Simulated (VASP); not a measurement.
SnTe:

```
Te Sn
1.0
     0.00000    3.15085    3.15085
     3.15085    0.00000    3.15085
     3.15085    3.15085    0.00000
Te Sn
1 1
Direct
  0.50000 0.50000 0.50000
  0.00000 0.00000 0.00000
```

Base run:

- Program: VASP 6.6.1
- Functional: LDA
- Potentials or basis: VASP PAW LDA potentials, release 64 (Te, Sn_d)
- Cutoff: 520 eV
- k mesh: 5 × 5 × 5
- Occupations: fermi-dirac, width 0.05 eV
- Spin: non-collinear spin, zero start, spin-orbit coupling
- Starting moments: [[0.0, 0.0, 0.0], [0.0, 0.0, 0.0]] μB

Its results: pressure -1.5 GPa; net moment 0.00 μB per cell.

Question: The run is repeated on the same cell with these changes: functional from LDA to PBE; potentials or basis from VASP PAW LDA potentials, release 64 (Te, Sn_d) to VASP PAW PBE potentials, release 64 (Te, Sn_d). What comes out?

Answer: Pressure 2.2 GPa; net moment 0.00 μB per cell.
